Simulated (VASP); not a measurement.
Set up this calculation in VASP 6.6.1, as the native input.

| Property | Result |
| --- | --- |
| Task | single point |
| Functional | PBE |
| Dispersion | D3(BJ) |
| Potentials or basis | VASP PAW PBE potentials, release 64 (C, H) |
| Cutoff | 520 eV |
| k mesh | 2 × 2 × 1 |
| Occupations | gaussian, width 0.05 eV |
| Spin | no spin polarisation |
| Dipole correction | yes |
| Further INCAR settings | LREAL = Auto; ALGO = Normal; EDIFF = 1e-06; NBANDS = 93 |

The structure of HC17 lies in POSCAR:

```
HC17
1.0
    9.8601980332      0.0000000000      0.0000000000
   -4.9300990166      8.5391819831      0.0000000000
    0.0000000000      0.0000000000     20.3682100064
C H
34 2
Direct
    0.4166666667      0.3333333333      0.3927689276
    0.4166777650      0.5833693188      0.3928788774
    0.4166351655      0.8333844409      0.3925035468
    0.4166411766      0.0833031252      0.3923961673
    0.6666683054      0.3333553499      0.3928093351
    0.6667116030      0.5833613845      0.3927918916
    0.6666593072      0.8333446978      0.3928617757
    0.6666486218      0.0833493640      0.3928162249
    0.9166537406      0.3333681111      0.3928418185
    0.9167209765      0.5834049625      0.3923771333
    0.9167168430      0.8333263002      0.3922856404
    0.9166537209      0.0833370898      0.3928091036
    0.1666723157      0.3333660987      0.3928933110
    0.1666456978      0.5834167234      0.3924986449
    0.1666908141      0.8333376492      0.3915385602
    0.1666682540      0.0832768310      0.3922977920
    0.3333571422      0.1666597255      0.3924905274
    0.3333448037      0.4166907969      0.3928672468
    0.3333347528      0.6667202950      0.3926595499
    0.3332553344      0.9166466920      0.3920178929
    0.5833056984      0.1666726673      0.3927280562
    0.5833437375      0.4166890391      0.3928159224
    0.5833546722      0.6666834813      0.3928703830
    0.5833127515      0.9166819008      0.3927916331
    0.8333158557      0.1666888652      0.3929004878
    0.8333535171      0.4167411081      0.3927346423
    0.8333694781      0.6666771912      0.3924866081
    0.8333501894      0.9166466581      0.3927048760
    0.0833435740      0.1666623049      0.3927363519
    0.0833296819      0.4167156367      0.3928273105
    0.0833644655      0.6667766828      0.3919700660
    0.0833741937      0.9166147850      0.3917749793
    0.1385694160      0.7680710882      0.5632178941
    0.1060588935      0.8701808383      0.5565915051
    0.1676305578      0.6774996032      0.5687296077
    0.0773978304      0.9607904062      0.5501426169
```

The input as run:

INCAR

```
SYSTEM = HC17
PREC = Accurate
ENCUT = 520
EDIFF = 1E-6
ISMEAR = 0
SIGMA = 0.05
LREAL = Auto
LASPH = .TRUE.
NELM = 80
ALGO = Normal
ISIF = 2
LWAVE = .FALSE.
LCHARG = .FALSE.
LDIPOL = .TRUE.
IDIPOL = 3
DIPOL = 0.5 0.5 0.411
GGA = PE
IVDW = 12
NBANDS = 93
```

KPOINTS

```
regular mesh
0
G
  2 2 1
  0 0 0
```

Potentials or basis: VASP PAW PBE potentials, release 64 (C, H).

Command:

```bash
$ cat potpaw_PBE.64/C/POTCAR potpaw_PBE.64/H/POTCAR > POTCAR
$ mpirun -np 1 vasp_std > vasp.out
```

It gave:

* Largest force: 0.062 eV/Å
* Band gap on the k mesh: 1.96 eV
* Dispersion energy per atom: -0.085 eV

Wall time 60 min on 1 thread of Intel Xeon 8259CL, on a shared host, peak memory 1.9 GiB.
